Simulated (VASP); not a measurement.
# Pb (Pm-3m) in VASP: notebook

Pb is run at these levels: PBEsol; tasks: single point.

All numbers are computed with VASP 6.6.1; they aren't measurements. Logs are shortened: lines on timing, memory, paths and dates and some standing lists are left out, and cuts for length are marked.

### Step 1. The cell of the first run

The structure is cubic, space group Pm-3m (No. 221). The conventional cell has a = 3.176 Å, b = 3.176 Å, c = 3.176 Å, α = 90.00°, β = 90.00°, γ = 90.00°. Pb (site symmetry m-3m) has 6 Pb at 3.18 Å within 4.2 Å.

### Step 2. Single point, PBEsol

INCAR

```
SYSTEM = Pb
PREC = Accurate
ENCUT = 500
EDIFF = 1E-6
ISMEAR = 1
SIGMA = 0.05
LREAL = .False.
LASPH = .True.
NELM = 120
ALGO = Normal
ISIF = 2
LWAVE = .False.
LCHARG = .False.
GGA = PS
NBANDS = 13
GGA_COMPAT = .False.
```

KPOINTS

```
Automatic mesh
0
Gamma
  6 6 6
  0 0 0
```

POSCAR

```
Pb
1.0
    3.1759290101      0.0000000000      0.0000000000
    0.0000000000      3.1759290101      0.0000000000
    0.0000000000      0.0000000000      3.1759290101
Pb
1
Direct
    0.0000000000      0.0000000000      0.0000000000
```

Potentials or basis: VASP PAW PBE potentials, release 64 (Pb_d).

On the command line:

```sh
$ cat potpaw_PBE.64/Pb_d/POTCAR > POTCAR
$ mpirun -np 1 vasp_std > vasp.out
```

OUTCAR:

```text
SYSTEM = Pb
   PREC = Accurate
   ENCUT = 500
   EDIFF = 1E-6
   ISMEAR = 1
   LREAL = .False.
   LASPH = .True.
   NELM = 120
   ISIF = 2
   GGA = PS

 ion  position               nearest neighbor table
   1  0.000  0.000  0.000-

  LATTYP: Found a simple cubic cell.
 ALAT       =     3.1759290101

  Lattice vectors:

 A1 = (   3.1759290101,   0.0000000000,   0.0000000000)
 A2 = (   0.0000000000,   3.1759290101,   0.0000000000)
 A3 = (   0.0000000000,   0.0000000000,   3.1759290101)

Analysis of symmetry for initial positions (statically):
=====================================================================
 Subroutine PRICEL returns:
 Original cell was already a primitive cell.

 Routine SETGRP: Setting up the symmetry group for a
 simple cubic supercell.

 Subroutine GETGRP returns: Found 48 space group operations
 (whereof 48 operations were pure point group operations)
 out of a pool of 48 trial point group operations.

The static configuration has the point symmetry O_h .

Analysis of symmetry for dynamics (positions and initial velocities):
=====================================================================
 Subroutine PRICEL returns:
 Original cell was already a primitive cell.

 Routine SETGRP: Setting up the symmetry group for a
 simple cubic supercell.

 Subroutine GETGRP returns: Found 48 space group operations
 (whereof 48 operations were pure point group operations)
 out of a pool of 48 trial point group operations.

The dynamic configuration has the point symmetry O_h .

 Subroutine INISYM returns: Found 48 space group operations
 (whereof 48 operations are pure point group operations),
 and found     1 'primitive' translations

----------------------------------------------------------------------------------------

                                     Primitive cell

  volume of cell :      32.0341

  direct lattice vectors                    reciprocal lattice vectors
     3.175929010  0.000000000  0.000000000     0.314868499  0.000000000  0.000000000
     0.000000000  3.175929010  0.000000000     0.000000000  0.314868499  0.000000000
     0.000000000  0.000000000  3.175929010     0.000000000  0.000000000  0.314868499

  length of vectors
     3.175929010  3.175929010  3.175929010     0.314868499  0.314868499  0.314868499

  position of ions in fractional coordinates (direct lattice)
     0.000000000  0.000000000  0.000000000

  ion indices of the primitive-cell ions
   primitive index   ion index
[... 75 lines left out ...]
   ISYM   =      2    0-nonsym 1-usesym 2-fastsym
   POTIM  = 0.5000    time-step for ionic-motion
   TEBEG  =    0.0;   TEEND  =   0.0 temperature during run
   PSTRESS=    0.0 pullay stress
   NELECT =      14.0000    total number of electrons
   NUPDOWN=      -1.0000    fix difference up-down
   EMIN   =  10.00;   EMAX   =-10.00  energy-range for DOS
   EFERMI =   0.00;   METHOD = LEGACY
   ISMEAR =     1;   SIGMA  =   0.05  broadening in eV -4-tet -1-fermi 0-gaus
   EFERMI_NEDOS =   21; number of points for ismear=-14 and -15
   IALGO  =     38    algorithm
   IMIX   =      4    mixing-type and parameters
     AMIX     =   0.40;   BMIX     =  1.00
     AMIX_MAG =   1.60;   BMIX_MAG =  1.00
  volume/ion in A,a.u.               =      32.03       216.18
  Fermi-wavevector in a.u.,A,eV,Ry     =   1.242358  2.347716 20.999955  1.543453
  Thomas-Fermi vector in A             =   2.376716
   LORBIT       =      0    0 simple, 1 ext, 2 COOP (PROOUT), +10 PAW based schemes
   GGA     = PS    functional components
   LHFCALC =     F    Hartree Fock is set to
   AEXX    =    0.0000 exact exchange contribution
   IVDW    =     0    specifies the selected vdW correction
   LEPSILON=     F    determine dielectric tensor
   LRPA    =     F    only Hartree local field effects (RPA)
 non-spin polarized calculation
 Methfessel and Paxton  Order N= 1 SIGMA  =   0.05
  energy-cutoff  :      500.00
  volume of cell :       32.03
 maximum number of plane-waves:       840
 NGX is ok and might be reduce to    24
   NGX = 11   NGY = 11   NGZ = 11

 number of electron      14.0000001 magnetization

 Free energy of the ion-electron system (eV)
  ---------------------------------------------------
  ext. energy  EPLUGINS =         0.00000000
  ---------------------------------------------------
  free energy    TOTEN  =        -3.76875163 eV

  energy without entropy =       -3.76728775  energy(sigma->0) =       -3.76826367

 E-fermi :   6.0941     XC(G=0):  -9.9878

 val. band max:        5.9150575859   @ k =   0.3333   0.3333   0.1667
 cond. band min:       6.1015798839   @ k =   0.3333   0.3333   0.1667
 fundamental gap:      0.1865222980
 Fermi energy:         6.0941024719

 k-point     1 :       0.0000    0.0000    0.0000
  band No.  band energies     occupation
      1     -10.9699      2.00000
      2     -10.9699      2.00000
      3     -10.2988      2.00000
      4     -10.2988      2.00000
      5     -10.2988      2.00000
      6      -5.2847      2.00000
      7      11.3690      0.00000
      8      11.3690      0.00000
      9      11.3690      0.00000
     10      14.3881      0.00000
     11      15.8328      0.00000
     12      15.8328      0.00000
     13      24.5511      0.00000
[... 290 lines left out ...]
  band No.  band energies     occupation
      1     -10.6995      2.00000
      2     -10.6995      2.00000
      3     -10.6995      2.00000
      4     -10.0766      2.00000
      5     -10.0766      2.00000
      6       2.4587      2.00000
      7       6.5124     -0.00000
      8       6.5124     -0.00000
      9       6.5124     -0.00000
     10      12.7736      0.00000
     11      12.7736      0.00000
     12      12.7736      0.00000
     13      12.8395      0.00000

------------------------ aborting loop because EDIFF is reached ----------------------------------------

  FORCE on cell =-STRESS in cart. coord.  units (eV):
  Direction    XX          YY          ZZ          XY          YZ          ZX
  --------------------------------------------------------------------------------------
  -------------------------------------------------------------------------------------
  Total       -0.0147186     -0.0147186     -0.0147186      0.0000000      0.0000000     -0.0000000
  in kB       -0.7361470     -0.7361470     -0.7361470      0.0000000      0.0000000     -0.0000000
  external PRESSURE =      -0.7361470 kB  Pullay stress =       0.0000000 kB

 VOLUME and BASIS-vectors are now :
 -----------------------------------------------------------------------------
  energy-cutoff  :      500.00
  volume of cell :       32.03
      direct lattice vectors                 reciprocal lattice vectors
     3.175929010  0.000000000  0.000000000     0.314868499  0.000000000  0.000000000
     0.000000000  3.175929010  0.000000000     0.000000000  0.314868499  0.000000000
     0.000000000  0.000000000  3.175929010     0.000000000  0.000000000  0.314868499

 POSITION                                       TOTAL-FORCE (eV/Angst)
 -----------------------------------------------------------------------------------
      0.00000      0.00000      0.00000         0.000000      0.000000      0.000000
 -----------------------------------------------------------------------------------
    total drift:                               -0.000000     -0.000000     -0.000000

  FREE ENERGIE OF THE ION-ELECTRON SYSTEM (eV)
  ---------------------------------------------------
  free  energy   TOTEN  =        -3.7687516260 eV

  energy  without entropy=       -3.7672877468  energy(sigma->0) =       -3.76826367
```

OSZICAR:

```text
N       E                     dE             d eps       ncg     rms          rms(c)
DAV:   1     0.104119724451E+03    0.10412E+03   -0.71304E+03   535   0.123E+03
DAV:   2     0.121905909571E+01   -0.10290E+03   -0.99155E+02   555   0.304E+02
DAV:   3    -0.366160794891E+01   -0.48807E+01   -0.48555E+01   625   0.716E+01
DAV:   4    -0.378123230268E+01   -0.11962E+00   -0.11960E+00   662   0.120E+01
DAV:   5    -0.378646251376E+01   -0.52302E-02   -0.52300E-02   689   0.228E+00    0.779E-01
DAV:   6    -0.377210264625E+01    0.14360E-01   -0.20650E-02   640   0.265E+00    0.394E-01
DAV:   7    -0.376890551399E+01    0.31971E-02   -0.87017E-03   625   0.160E+00    0.117E-01
DAV:   8    -0.376875530166E+01    0.15021E-03   -0.54812E-04   709   0.379E-01    0.103E-02
DAV:   9    -0.376875265322E+01    0.26484E-05   -0.13176E-05   667   0.625E-02    0.544E-03
DAV:  10    -0.376875157395E+01    0.10793E-05   -0.83318E-07   425   0.810E-03    0.379E-04
DAV:  11    -0.376875162596E+01   -0.52012E-07   -0.85595E-08   310   0.368E-03
   1 F= -.37687516E+01 E0= -.37682637E+01  d E =-.146388E-02
```

stdout:

```text
POSCAR found type information on POSCAR Pb
 POSCAR found :  1 types and       1 ions
 scaLAPACK will be used
 -----------------------------------------------------------------------------
|                                                                             |
|                                                                             |
|     You enforced a specific xc type in the INCAR file but a different       |
|     I HOPE YOU KNOW WHAT YOU ARE DOING!                                     |
|                                                                             |
 -----------------------------------------------------------------------------

 LDA part: xc-table for (Slater+PW92), standard interpolation
 POSCAR, INCAR and KPOINTS ok, starting setup
 FFT: planning ... GRIDC
 FFT: planning ... GRID_SOFT
 FFT: planning ... GRID
 WAVECAR not read
 entering main loop
```

It took 6.4 s on 1 thread of AMD EPYC 7R43 (Zen 3), shared host; peak memory 0.09 GiB.

What came out:

```yaml
Free_energy: -3.7688 eV
Pressure: -0.1 GPa
Band_gap_on_the_k_mesh: zero (band 7 reaches 11.37 eV, above the bottom of band 8 at 4.32 eV)
```

Caveat: the PAW data sets were made with another functional, which shifts forces and pressure a little; spin-orbit coupling is left out, which moves the levels of the heavy elements.

### Step 3. Single point, PBEsol

This run uses another cell than the first one, of 31.39 Å³/atom, 0.980 times its volume.

INCAR

```
SYSTEM = Pb
ALGO     = Normal         ! electronic algorithm
EDIFF    = 1E-6           ! SCF threshold, eV
ENCUT    = 500            ! plane-wave cutoff, eV
GGA      = PS             ! functional
GGA_COMPAT= .False.      
ISIF     = 2              ! what is computed and relaxed
ISMEAR   = 1              ! smearing method
LASPH    = .True.         ! aspherical terms in the spheres
LCHARG   = .True.         ! write CHGCAR
LELF     = .True.         ! ELF
LREAL    = .False.        ! projectors in reciprocal space
LVHAR    = .True.       
LWAVE    = .False.        ! write WAVECAR
NBANDS   = 13             ! bands
NELM     = 120            ! most SCF steps
PREC     = Accurate       ! precision mode
SIGMA    = 0.05           ! smearing width, eV
```

KPOINTS

```
k-points
0
Gamma
  7 7 7
  0 0 0
```

POSCAR

```
Pb
1.0
    3.1546134080      0.0000000000      0.0000000000
    0.0000000000      3.1546134080      0.0000000000
    0.0000000000      0.0000000000      3.1546134080
Pb
1
Direct
    0.0000000000      0.0000000000      0.0000000000
```

Potentials or basis: VASP PAW PBE potentials, release 64 (Pb_d).

On the command line:

```sh
$ cat potpaw_PBE.64/Pb_d/POTCAR > POTCAR
$ mpirun -np 1 vasp_std > vasp.out
```

Run time: 6.5 s. Hardware: 1 thread of AMD EPYC 7R43 (Zen 3), shared host; peak memory 0.09 GiB.

It converged, with:

```yaml
Free_energy: -3.7926 eV
Pressure: 1.0 GPa
Band_gap_on_the_k_mesh: zero (band 7 reaches 11.66 eV, above the bottom of band 8 at 4.86 eV)
```

Levels at points of the mesh, in eV from the Fermi level:
```csv
k point,band 3,band 4,band 5,band 6,band 7,band 8,band 9,band 10,band 11,band 12
"(0.00, 0.00, 0.00)",-16.62,-16.62,-16.62,-11.74,5.12,5.12,5.12,8.21,9.62,9.62
```

Caveat: the PAW data sets were made with another functional, which shifts forces and pressure a little; spin-orbit coupling is left out, which moves the levels of the heavy elements.

### Step 4. Single point, PBEsol

INCAR

```
PREC = Accurate ; ENCUT = 500
EDIFF = 1E-6 ; ISMEAR = 1
SIGMA = 0.05 ; LREAL = F
LASPH = T ; NELM = 120
ALGO = Normal ; ISIF = 2
LWAVE = F ; LCHARG = F
GGA = PS ; NBANDS = 13
GGA_COMPAT = F
```

KPOINTS

```
Automatic mesh
0
Gamma
  6 6 6
```

POSCAR

```
Pb
1.0
    3.1759290101      0.0000000000      0.0000000000
    0.0000000000      3.1759290101      0.0000000000
    0.0000000000      0.0000000000      3.1759290101
Pb
1
Direct
    0.0000000000      0.0000000000      0.0000000000
```

On the command line:

```sh
$ cat potpaw_PBE.64/Pb_d/POTCAR > POTCAR
$ mpirun -np 1 vasp_std > vasp.out
```

It took 6.4 s on 1 thread of AMD EPYC 7R43 (Zen 3), shared host; peak memory 0.09 GiB.

It converged, with:

```
Free energy            : -3.7688 eV
Pressure               : -0.1 GPa
Band gap on the k mesh : zero (band 7 reaches 11.37 eV, above the bottom of band 8 at 4.32 eV)
```

Levels at points of the mesh, in eV from the Fermi level:
| k point | band 4 | band 5 | band 6 | band 7 | band 8 | band 9 | band 10 | band 11 |
| --- | --- | --- | --- | --- | --- | --- | --- | --- |
| (0.00, 0.00, 0.00) | -16.39 | -16.39 | -11.38 | 5.27 | 5.27 | 5.27 | 8.29 | 9.74 |
| (0.50, 0.00, 0.00) | -16.57 | -16.38 | -8.76 | -4.04 | 7.74 | 7.74 | 10.97 | 11.20 |
| (0.50, 0.50, 0.00) | -16.55 | -16.18 | -6.24 | -1.77 | -1.77 | 3.64 | 10.50 | 13.24 |
| (0.50, 0.50, 0.50) | -16.17 | -16.17 | -3.64 | 0.42 | 0.42 | 0.42 | 6.68 | 6.68 |

Caveat: the PAW data sets were made with another functional, which shifts forces and pressure a little; spin-orbit coupling is left out, which moves the levels of the heavy elements.

### Step 5. Single point, PBEsol

This run uses another cell than the first one, of 32.67 Å³/atom, 1.020 times its volume.

INCAR

```
ALGO = Normal
EDIFF = 1E-6
ENCUT = 500
GGA = PS
GGA_COMPAT = False
ISIF = 2
ISMEAR = 1
LASPH = True
LCHARG = True
LELF = True
LREAL = False
LVHAR = True
LWAVE = False
NBANDS = 13
NELM = 120
PREC = Accurate
SIGMA = 0.05
```

KPOINTS

```
k-points
0
Gamma
  6 6 6
```

POSCAR

```
Pb
1.0
    3.1969622655      0.0000000000      0.0000000000
    0.0000000000      3.1969622655      0.0000000000
    0.0000000000      0.0000000000      3.1969622655
Pb
1
Direct
    0.0000000000      0.0000000000      0.0000000000
```

Potentials or basis: VASP PAW PBE potentials, release 64 (Pb_d).

On the command line:

```sh
$ cat potpaw_PBE.64/Pb_d/POTCAR > POTCAR
$ mpirun -np 1 vasp_std > vasp.out
```

OUTCAR:

```text
EDIFF = 1E-6
   ENCUT = 500
   GGA = PS
   ISIF = 2
   ISMEAR = 1
   LASPH = True
   LREAL = False
   NELM = 120
   PREC = Accurate

 ion  position               nearest neighbor table
   1  0.000  0.000  0.000-

  LATTYP: Found a simple cubic cell.
 ALAT       =     3.1969622655

  Lattice vectors:

 A1 = (   3.1969622655,   0.0000000000,   0.0000000000)
 A2 = (   0.0000000000,   3.1969622655,   0.0000000000)
 A3 = (   0.0000000000,   0.0000000000,   3.1969622655)

[... 491 lines left out ...]
     11      12.5201      0.00000
     12      12.5201      0.00000
     13      12.6490      0.00000

------------------------ aborting loop because EDIFF is reached ----------------------------------------

  FORCE on cell =-STRESS in cart. coord.  units (eV):
  Direction    XX          YY          ZZ          XY          YZ          ZX
  --------------------------------------------------------------------------------------
  -------------------------------------------------------------------------------------
  Total       -0.1801642     -0.1801642     -0.1801642      0.0000000      0.0000000      0.0000000
  in kB       -8.8341878     -8.8341878     -8.8341878      0.0000000      0.0000000      0.0000000
  external PRESSURE =      -8.8341878 kB  Pullay stress =       0.0000000 kB

 VOLUME and BASIS-vectors are now :
 -----------------------------------------------------------------------------
  energy-cutoff  :      500.00
  volume of cell :       32.67
      direct lattice vectors                 reciprocal lattice vectors
     3.196962265  0.000000000  0.000000000     0.312796936  0.000000000  0.000000000
     0.000000000  3.196962265  0.000000000     0.000000000  0.312796936  0.000000000
     0.000000000  0.000000000  3.196962265     0.000000000  0.000000000  0.312796936

 POSITION                                       TOTAL-FORCE (eV/Angst)
 -----------------------------------------------------------------------------------
      0.00000      0.00000      0.00000         0.000000      0.000000      0.000000
 -----------------------------------------------------------------------------------
    total drift:                                0.000000     -0.000000     -0.000000

  FREE ENERGIE OF THE ION-ELECTRON SYSTEM (eV)
  ---------------------------------------------------
  free  energy   TOTEN  =        -3.7670971752 eV

  energy  without entropy=       -3.7656367050  energy(sigma->0) =       -3.76661035
```

OSZICAR:

```text
N       E                     dE             d eps       ncg     rms          rms(c)
DAV:   1     0.105522830639E+03    0.10552E+03   -0.69604E+03   535   0.121E+03
DAV:   2     0.147730750430E+01   -0.10405E+03   -0.10148E+03   560   0.304E+02
DAV:   3    -0.365539917447E+01   -0.51327E+01   -0.51236E+01   615   0.730E+01
DAV:   4    -0.377681308607E+01   -0.12141E+00   -0.12140E+00   605   0.124E+01
DAV:   5    -0.378393011418E+01   -0.71170E-02   -0.71169E-02   706   0.274E+00    0.753E-01
DAV:   6    -0.377017469865E+01    0.13755E-01   -0.20004E-02   655   0.258E+00    0.381E-01
DAV:   7    -0.376722785538E+01    0.29468E-02   -0.83383E-03   640   0.155E+00    0.116E-01
DAV:   8    -0.376710027609E+01    0.12758E-03   -0.50600E-04   709   0.363E-01    0.102E-02
DAV:   9    -0.376709812738E+01    0.21487E-05   -0.11012E-05   688   0.561E-02    0.526E-03
DAV:  10    -0.376709717518E+01    0.95220E-06   -0.78118E-07   415   0.757E-03
   1 F= -.37670972E+01 E0= -.37666104E+01  d E =-.146047E-02
```

Wall time 6.6 s (1 thread of AMD EPYC 7R43 (Zen 3), shared host); peak memory 0.09 GiB.

What came out:

- Free energy: -3.7671 eV
- Pressure: -0.9 GPa
- Band gap on the k mesh: zero (band 7 reaches 11.09 eV, above the bottom of band 8 at 4.17 eV)

Levels at points of the mesh, in eV from the Fermi level:
| k point | band 3 | band 4 | band 5 | band 6 | band 7 | band 8 | band 9 | band 10 | band 11 | band 12 |
| --- | --- | --- | --- | --- | --- | --- | --- | --- | --- | --- |
| (0.00, 0.00, 0.00) | -16.38 | -16.38 | -16.38 | -11.24 | 5.22 | 5.22 | 5.22 | 8.17 | 9.64 | 9.64 |
| (0.50, 0.00, 0.00) | -16.55 | -16.55 | -16.37 | -8.71 | -3.93 | 7.61 | 7.61 | 10.91 | 11.18 | 12.23 |
| (0.50, 0.50, 0.00) | -16.53 | -16.53 | -16.18 | -6.26 | -1.70 | -1.70 | 3.65 | 10.27 | 13.17 | 13.17 |
| (0.50, 0.50, 0.50) | -16.76 | -16.17 | -16.17 | -3.75 | 0.43 | 0.43 | 0.43 | 6.65 | 6.65 | 6.65 |

Caveat: the PAW data sets were made with another functional, which shifts forces and pressure a little; spin-orbit coupling is left out, which moves the levels of the heavy elements.

### Step 6. The runs side by side

```tsv
cell	k mesh	gap on the mesh (eV)	pressure (GPa)
a = 3.176 Å, 1 atom	6 × 6 × 6	none	-0.1
a = 3.155 Å, 1 atom	7 × 7 × 7	none	1.0
a = 3.197 Å, 1 atom	6 × 6 × 6	none	-0.9
```

Alike in all rows: task single point; level PBEsol; potentials or basis VASP PAW PBE potentials, release 64 (Pb_d); no spin polarisation; cutoff (eV) 500; smearing methfessel-paxton 0.05 eV.

Caveats: the PAW data sets were made with another functional, which shifts forces and pressure a little; spin-orbit coupling is left out, which moves the levels of the heavy elements.

Total energies depend on the potentials used, so only differences within one code and one set of settings carry meaning.
